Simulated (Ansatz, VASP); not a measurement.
# BeCd2Te3 in VASP and in Ansatz

```xyz
12
Lattice="2.3936 0.0013 -7.2106 7.6640 -0.0011 0.0239 3.8330 -6.7245 0.0131" Properties=species:S:1:pos:R:3 pbc="T T T"
Be    6.2357   -5.6965   -7.1655
Be    8.8695   -1.0278   -3.5489
Cd    6.2507   -1.1486   -7.1942
Cd   10.0406   -3.2543   -7.1935
Cd    8.8850   -5.5741   -3.5759
Cd    5.0092   -3.4694   -3.6000
Te    8.8852   -0.8907   -6.0639
Te    5.0872   -3.6402   -6.4285
Te    8.5864   -5.5795   -6.4120
Te    3.5557   -1.1436   -2.8194
Te   11.5197   -5.8351   -2.4458
Te    7.7205   -3.0833   -2.8116
```

Change from the starting cell: cell x1, atoms moved at random (sigma 0.05 Å) and cell strained at random (1.5 %), then relaxed without symmetry.

Alike in both runs: functional PBE; k mesh 2 × 2 × 2; occupations gaussian, width 0.1 eV; no spin polarisation.

Ansatz relaxed the structure, and its values are those at the end. VASP's run is a single point on that final structure, the one shown.

|  | VASP | Ansatz |
| --- | --- | --- |
| version | VASP 6.6.1 | Ansatz 0.2.0 |
| potentials or method | VASP PAW PBE potentials, release 64 (Be, Cd, Te), cutoff 520 eV | scalar-relativistic, plane waves, PAW |
| valence electrons in the cell | 88 | 180 |

|  | VASP | Ansatz | Ansatz less VASP |
| --- | --- | --- | --- |
| gap on the k mesh at the Fermi level (eV) | 1.25 | 1.25 | -0.001 |
| least direct gap on the mesh (eV) | 1.25 | 1.25 | -0.001 |
| pressure (GPa) | 0.1 | 0.0 | -0.11 |
| rms of the force components (eV/Å) | 0.005 | 0.004 | -0.0012 |

The functional is the same, so the differences come from potentials, cutoffs and numerics. VASP's potentials hold 88 valence electrons a cell and Ansatz's 180, so a difference there can come from the potentials and not from the codes.

The k mesh is coarse, so the values compare programs but aren't converged. Neither program's run includes spin-orbit coupling.
